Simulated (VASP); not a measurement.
# Al3Ni2 (P-3m1) in VASP: notebook

The runs below take Al3Ni2 through single point, with PBEsol.

Program: VASP 6.6.1. These are calculated values, not measurements. Logs are shortened: lines on timing, memory, paths and dates and some standing lists are left out, and cuts for length are marked.

**1. The cell of the first run**

The structure is trigonal, space group P-3m1 (No. 164). Conventional cell: a = 4.226 Å, b = 4.226 Å, c = 4.360 Å, α = 90.00°, β = 90.00°, γ = 120.00°. Within 3.3 Å of Al (site symmetry -3m) lie 6 Ni at 2.52 Å and 6 Al at 2.88 Å. Within 2.9 Å of Al (site symmetry 3m) lie 5 Ni at 2.17 to 2.60 Å and 6 Al at 2.76 to 2.88 Å. Ni (site symmetry 3m) has 8 Al at 2.17 to 2.60 Å and 3 Ni at 2.75 Å within 2.9 Å.

**2. Single point, PBEsol**

INCAR

```
SYSTEM = Al3Ni2
  PREC = Accurate
  ENCUT = 520
  EDIFF = 1E-6
  ISMEAR = 0
  SIGMA = 0.15
  LREAL = .False.
  LASPH = .True.
  NELM = 100
  ALGO = Fast
  ISIF = 2
  LWAVE = .False.
  LCHARG = .True.
  GGA = PS
  LELF = .True.
  LVHAR = .True.
  NBANDS = 22
```

KPOINTS

```
Automatic mesh
0
Gamma
  18 18 12
  0 0 0
```

POSCAR

```
Al3Ni2
1.0
    4.2259831811      0.0000000000      0.0000000000
   -2.1129915906      3.6598087908      0.0000000000
    0.0000000000      0.0000000000      4.3604807548
Al Ni
3 2
Direct
    0.0000000000      0.0000000000      0.0000000000
    0.3333333333      0.6666666667      0.6477829058
    0.6666666667      0.3333333333      0.3522170942
    0.3333333333      0.6666666667      0.1455709071
    0.6666666667      0.3333333333      0.8544290929
```

Potentials or basis: VASP PAW PBE potentials, release 64 (Al, Ni).

On the command line:

```bash
> cat potpaw_PBE.64/Al/POTCAR potpaw_PBE.64/Ni/POTCAR > POTCAR
> mpirun -np 1 vasp_std > vasp.out
```

OUTCAR:

```text
SYSTEM = Al3Ni2
   PREC = Accurate
   ENCUT = 520
   EDIFF = 1E-6
   ISMEAR = 0
   LREAL = .False.
   LASPH = .True.
   NELM = 100
   ISIF = 2
   GGA = PS

 ion  position               nearest neighbor table
   1  0.000  0.000  0.000-   4 2.52   5 2.52   5 2.52   4 2.52   5 2.52   4 2.52   2 2.88   3 2.88
                             2 2.88   3 2.88   3 2.88   2 2.88
   2  0.333  0.667  0.648-   4 2.17   4 2.19   5 2.60   5 2.60   5 2.60   3 2.76   3 2.76   3 2.76
                             1 2.88   1 2.88   1 2.88
   3  0.667  0.333  0.352-   5 2.17   5 2.19   4 2.60   4 2.60   4 2.60   2 2.76   2 2.76   2 2.76
                             1 2.88   1 2.88   1 2.88
   4  0.333  0.667  0.146-   2 2.17   2 2.19   1 2.52   1 2.52   1 2.52   3 2.60   3 2.60   3 2.60
                             5 2.75   5 2.75   5 2.75
   5  0.667  0.333  0.854-   3 2.17   3 2.19   1 2.52   1 2.52   1 2.52   2 2.60   2 2.60   2 2.60
                             4 2.75   4 2.75   4 2.75

  LATTYP: Found a hexagonal cell.
 ALAT       =     4.2259831811
 C/A-ratio  =     1.0318263391

  Lattice vectors:

 A1 = (   4.2259831811,   0.0000000000,   0.0000000000)
 A2 = (  -2.1129915906,   3.6598087908,   0.0000000000)
 A3 = (   0.0000000000,   0.0000000000,   4.3604807548)

Analysis of symmetry for initial positions (statically):
=====================================================================
 Subroutine PRICEL returns:
 Original cell was already a primitive cell.

 Routine SETGRP: Setting up the symmetry group for a
 hexagonal supercell.

 Subroutine GETGRP returns: Found 12 space group operations
 (whereof 12 operations were pure point group operations)
 out of a pool of 24 trial point group operations.

The static configuration has the point symmetry D_3d.

Analysis of symmetry for dynamics (positions and initial velocities):
=====================================================================
 Subroutine PRICEL returns:
 Original cell was already a primitive cell.

 Routine SETGRP: Setting up the symmetry group for a
 hexagonal supercell.

 Subroutine GETGRP returns: Found 12 space group operations
 (whereof 12 operations were pure point group operations)
 out of a pool of 24 trial point group operations.

The dynamic configuration has the point symmetry D_3d.

 Subroutine INISYM returns: Found 12 space group operations
 (whereof 12 operations are pure point group operations),
 and found     1 'primitive' translations

----------------------------------------------------------------------------------------

                                     Primitive cell

  volume of cell :      67.4405

  direct lattice vectors                    reciprocal lattice vectors
     4.225983181  0.000000000  0.000000000     0.236631325  0.136619159  0.000000000
    -2.112991591  3.659808791  0.000000000     0.000000000  0.273238318  0.000000000
     0.000000000  0.000000000  4.360480755     0.000000000  0.000000000  0.229332511

  length of vectors
     4.225983181  4.225983181  4.360480755     0.273238318  0.273238318  0.229332511

  position of ions in fractional coordinates (direct lattice)
     0.000000000  0.000000000  0.000000000
     0.333333333  0.666666667  0.647782906
     0.666666667  0.333333333  0.352217094
     0.333333333  0.666666667  0.145570907
     0.666666667  0.333333333  0.854429093

  ion indices of the primitive-cell ions
   primitive index   ion index
                 1           1
                 2           2
                 3           3
                 4           4
                 5           5

----------------------------------------------------------------------------------------

 KPOINTS: Automatic mesh

Automatic generation of k-mesh.
 Grid dimensions read from file:
 generate k-points for:   18   18   12

 Generating k-lattice:

  Cartesian coordinates                     Fractional coordinates (reciprocal lattice)
     0.013146185  0.007589953  0.000000000     0.055555556 -0.000000000  0.000000000
     0.000000000  0.015179907  0.000000000     0.000000000  0.055555556  0.000000000
     0.000000000  0.000000000  0.019111043     0.000000000  0.000000000  0.083333333

  Length of vectors
     0.015179907  0.015179907  0.019111043

  Shift w.r.t. Gamma in fractional coordinates (k-lattice)
     0.000000000  0.000000000  0.000000000

 Subroutine IBZKPT returns following result:
 ===========================================

 Found    394 irreducible k-points:

 Following reciprocal coordinates:
            Coordinates               Weight
  0.000000  0.000000  0.000000      1.000000
  0.055556  0.000000  0.000000      6.000000
  0.111111  0.000000  0.000000      6.000000
  0.166667  0.000000  0.000000      6.000000
  0.222222  0.000000  0.000000      6.000000
  0.277778  0.000000  0.000000      6.000000
[... 16 lines left out ...]
  0.333333  0.111111  0.000000     12.000000
  0.388889  0.111111  0.000000     12.000000
 [... further k-points ...]
   k-points           NKPTS =    394   k-points in BZ     NKDIM =    394   number of bands    NBANDS=     22
   number of dos      NEDOS =    301   number of ions     NIONS =      5
   total plane-waves  NPLWV =  32768
   dimension x,y,z NGX =    32 NGY =   32 NGZ =   32
   dimension x,y,z NGXF=    64 NGYF=   64 NGZF=   64
   ions per type =               3   2
   NGX,Y,Z   is equivalent  to a cutoff of  12.59, 12.59, 12.20 a.u.
   NGXF,Y,Z  is equivalent  to a cutoff of  25.18, 25.18, 24.40 a.u.
 SYSTEM =  Al3Ni2
   PREC   = accura    normal or accurate (medium, high low for compatibility)
   ISTART =      0    job   : 0-new  1-cont  2-samecut
   ICHARG =      2    charge: 1-file 2-atom 10-const
   ISPIN  =      1    spin polarized calculation?
   LNONCOLLINEAR =      F non collinear calculations
   LSORBIT =      F    spin-orbit coupling
   LASPH  =      T    aspherical Exc in radial PAW
   ENCUT  =  520.0 eV  38.22 Ry    6.18 a.u.   7.86  7.86  8.11*2*pi/ulx,y,z
   NELM   =    100;   NELMIN=  2; NELMDL= -5     # of ELM steps
   EDIFF  = 0.1E-05   stopping-criterion for ELM
   LREAL  =      F    real-space projection
   EDIFFG = 0.1E-04   stopping-criterion for IOM
   NSW    =      0    number of steps for IOM
   IBRION =     -1    ionic relax: 0-MD 1-quasi-New 2-CG
   NFREE  =      0    steps in history (QN), initial steepest desc. (CG)
   ISIF   =      2    stress and relaxation
   ISYM   =      2    0-nonsym 1-usesym 2-fastsym
   POTIM  = 0.5000    time-step for ionic-motion
   TEBEG  =    0.0;   TEEND  =   0.0 temperature during run
   PSTRESS=    0.0 pullay stress
   NELECT =      29.0000    total number of electrons
   NUPDOWN=      -1.0000    fix difference up-down
   EMIN   =  10.00;   EMAX   =-10.00  energy-range for DOS
   EFERMI =   0.00;   METHOD = LEGACY
   ISMEAR =     0;   SIGMA  =   0.15  broadening in eV -4-tet -1-fermi 0-gaus
   EFERMI_NEDOS =   21; number of points for ismear=-14 and -15
   IALGO  =     68    algorithm
   IMIX   =      4    mixing-type and parameters
     AMIX     =   0.40;   BMIX     =  1.00
     AMIX_MAG =   1.60;   BMIX_MAG =  1.00
  volume/ion in A,a.u.               =      13.49        91.02
  Fermi-wavevector in a.u.,A,eV,Ry     =   1.235665  2.335068 20.774291  1.526867
  Thomas-Fermi vector in A             =   2.370305
   LORBIT       =      0    0 simple, 1 ext, 2 COOP (PROOUT), +10 PAW based schemes
   GGA     = PS    functional components
   LHFCALC =     F    Hartree Fock is set to
   AEXX    =    0.0000 exact exchange contribution
   IVDW    =     0    specifies the selected vdW correction
   LEPSILON=     F    determine dielectric tensor
   LRPA    =     F    only Hartree local field effects (RPA)
 non-spin polarized calculation
 RMM-DIIS sequential band-by-band and
 Gauss-broadening in eV      SIGMA  =   0.15
  energy-cutoff  :      520.00
  volume of cell :       67.44
 maximum number of plane-waves:      1842
   NGX = 15   NGY = 15   NGZ = 17

 number of electron      28.9999990 magnetization

 Free energy of the ion-electron system (eV)
  ---------------------------------------------------
  ext. energy  EPLUGINS =         0.00000000
  ---------------------------------------------------
  free energy    TOTEN  =       -26.62832591 eV

  energy without entropy =      -26.60695507  energy(sigma->0) =      -26.61764049

 E-fermi :   8.4861     XC(G=0): -11.3478

 val. band max:        8.4841340278   @ k =   0.2222   0.2222   0.0833
 cond. band min:       8.4866660109   @ k =  -0.1667   0.4444   0.1667
 fundamental gap:      0.0025319831
 Fermi energy:         8.4861263010

 k-point     1 :       0.0000    0.0000    0.0000
  band No.  band energies     occupation
      1      -2.0286      2.00000
      2       3.8192      2.00000
      3       4.4679      2.00000
      4       4.9529      2.00000
      5       4.9529      2.00000
      6       5.4906      2.00000
[... 14 lines left out ...]
     21      15.9946      0.00000
     22      15.9988      0.00000

 k-point     2 :       0.0556    0.0000    0.0000
  band No.  band energies     occupation
      1      -1.9942      2.00000
      2       3.8204      2.00000
      3       4.4333      2.00000
      4       4.9640      2.00000
      5       4.9700      2.00000
      6       5.4694      2.00000
[... 14 lines left out ...]
     21      15.7212      0.00000
     22      15.7630      0.00000

 k-point     3 :       0.1111    0.0000    0.0000
  band No.  band energies     occupation
      1      -1.8910      2.00000
      2       3.8157      2.00000
      3       4.3320      2.00000
      4       4.9970      2.00000
      5       5.0009      2.00000
      6       5.4111      2.00000
[... 14 lines left out ...]
     21      15.1542      0.00000
     22      15.3915      0.00000
[... 476 lines left out ...]
 k-point    23 :       0.3333    0.1111    0.0000
  band No.  band energies     occupation
      1      -0.2931      2.00000
      2       1.9722      2.00000
      3       3.5223      2.00000
      4       4.9511      2.00000
      5       5.1468      2.00000
      6       5.6081      2.00000
[... 14 lines left out ...]
     21      14.3454      0.00000
     22      16.3192      0.00000

 k-point    24 :       0.3889    0.1111    0.0000
  band No.  band energies     occupation
      1       0.1678      2.00000
      2       1.3900      2.00000
      3       3.4700      2.00000
      4       5.0096      2.00000
      5       5.1518      2.00000
      6       5.6091      2.00000
[... 14 lines left out ...]
     21      15.0872      0.00000
     22      16.2197      0.00000

 [... further k-points ...]

------------------------ aborting loop because EDIFF is reached ----------------------------------------

  FORCE on cell =-STRESS in cart. coord.  units (eV):
  Direction    XX          YY          ZZ          XY          YZ          ZX
  --------------------------------------------------------------------------------------
  -------------------------------------------------------------------------------------
  Total       -4.5796488     -4.5796488     16.1627699      0.0000000     -0.0000000      0.0000000
  in kB     -108.7983275   -108.7983275    383.9775547      0.0000000     -0.0000000      0.0000000
  external PRESSURE =      55.4602999 kB  Pullay stress =       0.0000000 kB

 VOLUME and BASIS-vectors are now :
 -----------------------------------------------------------------------------
  energy-cutoff  :      520.00
  volume of cell :       67.44
      direct lattice vectors                 reciprocal lattice vectors
     4.225983181  0.000000000  0.000000000     0.236631325  0.136619159  0.000000000
    -2.112991591  3.659808791  0.000000000     0.000000000  0.273238318  0.000000000
     0.000000000  0.000000000  4.360480755     0.000000000  0.000000000  0.229332511

 POSITION                                       TOTAL-FORCE (eV/Angst)
 -----------------------------------------------------------------------------------
      0.00000      0.00000      0.00000        -0.000000      0.000000      0.000000
     -0.00000      2.43987      2.82464         0.000000     -0.000000     -0.193160
      2.11299      1.21994      1.53584        -0.000000      0.000000      0.193160
     -0.00000      2.43987      0.63476         0.000000     -0.000000     -0.119910
      2.11299      1.21994      3.72572        -0.000000      0.000000      0.119910
 -----------------------------------------------------------------------------------
    total drift:                               -0.000000      0.000000     -0.000000

  FREE ENERGIE OF THE ION-ELECTRON SYSTEM (eV)
  ---------------------------------------------------
  free  energy   TOTEN  =       -26.6283259071 eV

  energy  without entropy=      -26.6069550679  energy(sigma->0) =      -26.61764049
```

Wall time 15 min (1 thread of Oxide Virtual Turin-like, shared host); peak memory 0.54 GiB.

Results:

```
Free energy            : -26.6283 eV
Pressure               : 5.5 GPa
Largest force          : 0.193 eV/Å
Band gap on the k mesh : zero (an odd number of electrons rules out a gap without spin polarisation)
```

Forces on the atoms (eV/Å):
```
Al   0.000  0.000  0.000
Al   0.000  0.000 -0.193
Al   0.000  0.000  0.193
Ni   0.000  0.000 -0.120
Ni   0.000  0.000  0.120
```

Levels at points of the mesh, in eV from the Fermi level:
```tsv
k point	band 11	band 12	band 13	band 14	band 15	band 16	band 17	band 18	band 19	band 20
(0.00, 0.00, 0.00)	-1.90	-1.35	-1.20	0.47	0.47	2.29	2.29	3.03	3.63	6.63
(0.50, 0.00, 0.00)	-2.05	-1.68	-1.56	-0.85	-0.55	1.58	2.05	3.13	5.41	5.92
(0.00, 0.00, 0.50)	-1.67	-1.67	2.26	2.26	2.37	2.37	2.94	3.80	3.80	3.98
(0.50, 0.00, 0.50)	-1.82	-1.68	-1.61	-1.04	-0.43	1.48	1.55	2.49	8.51	8.57
```

Caveat: the stress differs along the axes, from -11 to 38 GPa; the PAW data sets were made with another functional, which shifts forces and pressure a little. Spin polarisation is off, so any magnetic state and its effect on volume and gap are missing.

**3. Single point, PBEsol**

This run uses another cell than the first one, of the same volume but with other edges.

INCAR

```
SYSTEM = Al3Ni2
PREC = Accurate
ENCUT = 520
EDIFF = 1E-7
ISMEAR = 0
SIGMA = 0.15
LREAL = .False.
LASPH = .True.
NELM = 100
ALGO = Fast
ISIF = 2
LWAVE = .False.
LCHARG = .True.
GGA = PS
LELF = .True.
LVHAR = .True.
NBANDS = 22
```

KPOINTS

```
regular mesh
0
Gamma
  18 18 12
  0 0 0
```

POSCAR, as its differences from that of step 2:

```diff
@@ -2,5 +2,5 @@
 1.0
-    4.2259831811      0.0000000000      0.0000000000
-   -2.1129915906      3.6598087908      0.0000000000
-    0.0000000000      0.0000000000      4.3604807548
+    3.7670986283      0.0000000000      0.0000000000
+   -1.8835493142      3.2624031107      0.0000000000
+    0.0000000000      0.0000000000      5.4875175341
 Al Ni
```

Potentials or basis: VASP PAW PBE potentials, release 64 (Al, Ni).

On the command line:

```bash
> cat potpaw_PBE.64/Al/POTCAR potpaw_PBE.64/Ni/POTCAR > POTCAR
> mpirun -np 1 vasp_std > vasp.out
```

Wall time 16 min (1 thread of Oxide Virtual Turin-like, shared host); peak memory 0.54 GiB.

It converged, with:

```
Free energy            : -26.8416 eV
Pressure               : 2.8 GPa
Largest force          : 0.402 eV/Å
Band gap on the k mesh : zero (an odd number of electrons rules out a gap without spin polarisation)
```

Forces on the atoms (eV/Å):
```
Al   0.000  0.000  0.000
Al   0.000  0.000  0.223
Al   0.000  0.000 -0.223
Ni   0.000  0.000  0.402
Ni   0.000  0.000 -0.402
```

Stress tensor (GPa, compression positive):
```
 12.19   0.00   0.00
  0.00  12.19   0.00
  0.00   0.00 -15.87
```

Levels at points of the mesh, in eV from the Fermi level:
| k point | band 12 | band 13 | band 14 | band 15 | band 16 | band 17 | band 18 | band 19 |
| --- | --- | --- | --- | --- | --- | --- | --- | --- |
| (0.00, 0.00, 0.00) | -1.75 | -1.50 | 2.28 | 2.28 | 4.17 | 4.17 | 5.74 | 6.03 |
| (0.50, 0.00, 0.00) | -1.89 | -1.89 | -1.76 | -1.21 | 0.65 | 0.97 | 2.94 | 4.27 |
| (0.00, 0.00, 0.50) | -1.80 | 0.78 | 2.17 | 3.31 | 3.31 | 3.66 | 3.66 | 5.19 |
| (0.50, 0.00, 0.50) | -2.18 | -1.91 | -1.42 | -0.06 | 1.59 | 2.62 | 4.01 | 4.04 |

Caveat: the stress differs along the axes, from -16 to 12 GPa; the PAW data sets were made with another functional, which shifts forces and pressure a little.
